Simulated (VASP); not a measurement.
# Si (Fd-3m) in VASP: a series of runs, part 2 of 2

VASP 6.6.1. The steps go on from the part before.

**3. Single point, PBE**

INCAR reads:

```
SYSTEM = Si
PREC = Accurate
ENCUT = 500
EDIFF = 1E-6
ISMEAR = 0
SIGMA = 0.02
LREAL = .False.
LASPH = .True.
NELM = 120
ALGO = Normal
ISIF = 2
LWAVE = .False.
LCHARG = .True.
GGA = PE
LELF = .True.
LVHAR = .True.
NBANDS = 11
GGA_COMPAT = .False.
```

KPOINTS reads:

```
regular mesh
0
Gamma
  10 10 10
  0 0 0
```

POSCAR reads:

```
Si
1.0
    0.0000000000      2.7347885900      2.7347885900
    2.7347885900      0.0000000000      2.7347885900
    2.7347885900      2.7347885900      0.0000000000
Si
2
Direct
    0.0000000000      0.0000000000      0.0000000000
    0.2500000000      0.2500000000      0.2500000000
```

Potentials or basis: VASP PAW PBE potentials, release 64 (Si).

Started as:

```bash
> cat potpaw_PBE.64/Si/POTCAR > POTCAR
> mpirun -np 1 vasp_std > vasp.out
```

OUTCAR:

```text
SYSTEM = Si
   PREC = Accurate
   ENCUT = 500
   EDIFF = 1E-6
   ISMEAR = 0
   LREAL = .False.
   LASPH = .True.
   NELM = 120
   ISIF = 2
   GGA = PE

 ion  position               nearest neighbor table
   1  0.000  0.000  0.000-   2 2.37   2 2.37   2 2.37   2 2.37
   2  0.250  0.250  0.250-   1 2.37   1 2.37   1 2.37   1 2.37

  LATTYP: Found a face centered cubic cell.
 ALAT       =     5.4695771800

  Lattice vectors:

 A1 = (   0.0000000000,   2.7347885900,   2.7347885900)
 A2 = (   2.7347885900,   0.0000000000,   2.7347885900)
 A3 = (   2.7347885900,   2.7347885900,   0.0000000000)

Analysis of symmetry for initial positions (statically):
=====================================================================
 Subroutine PRICEL returns:
 Original cell was already a primitive cell.

 Routine SETGRP: Setting up the symmetry group for a
 face centered cubic supercell.

 Subroutine GETGRP returns: Found 48 space group operations
 (whereof 24 operations were pure point group operations)
 out of a pool of 48 trial point group operations.

The static configuration has the point symmetry T_d .
 The point group associated with its full space group is O_h .

Analysis of symmetry for dynamics (positions and initial velocities):
=====================================================================
 Subroutine PRICEL returns:
 Original cell was already a primitive cell.

 Routine SETGRP: Setting up the symmetry group for a
 face centered cubic supercell.

 Subroutine GETGRP returns: Found 48 space group operations
 (whereof 24 operations were pure point group operations)
 out of a pool of 48 trial point group operations.

The dynamic configuration has the point symmetry T_d .
 The point group associated with its full space group is O_h .

 Subroutine INISYM returns: Found 48 space group operations
 (whereof 24 operations are pure point group operations),
 and found     1 'primitive' translations

----------------------------------------------------------------------------------------

                                     Primitive cell
[... 114 lines left out ...]
  Thomas-Fermi vector in A             =   2.078609
   LORBIT       =      0    0 simple, 1 ext, 2 COOP (PROOUT), +10 PAW based schemes
   GGA     = PE    functional components
   LHFCALC =     F    Hartree Fock is set to
   AEXX    =    0.0000 exact exchange contribution
   IVDW    =     0    specifies the selected vdW correction
   LEPSILON=     F    determine dielectric tensor
   LRPA    =     F    only Hartree local field effects (RPA)
 non-spin polarized calculation
 Gauss-broadening in eV      SIGMA  =   0.02
  energy-cutoff  :      500.00
  volume of cell :       40.91
 maximum number of plane-waves:      1056
   NGX = 15   NGY = 15   NGZ = 15

 number of electron       8.0000000 magnetization

 Free energy of the ion-electron system (eV)
  ---------------------------------------------------
  ext. energy  EPLUGINS =         0.00000000
  ---------------------------------------------------
  free energy    TOTEN  =       -10.84918679 eV

  energy without entropy =      -10.84918679  energy(sigma->0) =      -10.84918679

 E-fermi :   5.7114     XC(G=0):  -9.3256

 val. band max:        5.6113498769   @ k =   0.0000   0.0000   0.0000
 cond. band min:       6.2299967458   @ k =   0.4000   0.4000   0.0000
 fundamental gap:      0.6186468689
 Fermi energy:         5.7113733210

 k-point     1 :       0.0000    0.0000    0.0000
  band No.  band energies     occupation
      1      -6.2002      2.00000
      2       5.6113      2.00000
      3       5.6113      2.00000
      4       5.6113      2.00000
      5       8.1682      0.00000
      6       8.1682      0.00000
      7       8.1682      0.00000
      8       8.7399      0.00000
      9      13.3204      0.00000
     10      13.3204      0.00000
     11      13.4867      0.00000
[... 309 lines left out ...]
 k-point    24 :       0.4000    0.3000    0.0000
  band No.  band energies     occupation
      1      -4.0784      2.00000
      2       0.2193      2.00000
      3       2.8193      2.00000
      4       3.2287      2.00000
      5       6.6888      0.00000
      6       7.8775      0.00000
      7      12.4644      0.00000
      8      12.6055      0.00000
      9      16.0192      0.00000
     10      16.1475      0.00000
     11      17.6292      0.00000

 [... further k-points ...]
[... 5 lines left out ...]
  --------------------------------------------------------------------------------------
  -------------------------------------------------------------------------------------
  Total       -0.0114612     -0.0114612     -0.0114612     -0.0000000      0.0000000     -0.0000000
  in kB       -0.4488898     -0.4488898     -0.4488898     -0.0000000      0.0000000     -0.0000000
  external PRESSURE =      -0.4488898 kB  Pullay stress =       0.0000000 kB

 VOLUME and BASIS-vectors are now :
 -----------------------------------------------------------------------------
  energy-cutoff  :      500.00
  volume of cell :       40.91
      direct lattice vectors                 reciprocal lattice vectors
     0.000000000  2.734788590  2.734788590    -0.182829489  0.182829489  0.182829489
     2.734788590  0.000000000  2.734788590     0.182829489 -0.182829489  0.182829489
     2.734788590  2.734788590  0.000000000     0.182829489  0.182829489 -0.182829489

 POSITION                                       TOTAL-FORCE (eV/Angst)
 -----------------------------------------------------------------------------------
      0.00000      0.00000      0.00000         0.000000      0.000000      0.000000
      1.36739      1.36739      1.36739        -0.000000     -0.000000     -0.000000
 -----------------------------------------------------------------------------------
    total drift:                                0.000000      0.000000     -0.000000

  FREE ENERGIE OF THE ION-ELECTRON SYSTEM (eV)
  ---------------------------------------------------
  free  energy   TOTEN  =       -10.8491867893 eV

  energy  without entropy=      -10.8491867893  energy(sigma->0) =      -10.84918679
```

It took 20 s on 1 thread of AMD EPYC 9R45 (Zen 5), shared host; peak memory 0.12 GiB.

What came out:

```yaml
Free_energy: -10.8492 eV
Pressure: 0.0 GPa
Band_gap_on_the_k_mesh: 0.62 eV, indirect (least direct gap 2.56 eV)
```

A k mesh can miss the band edges.
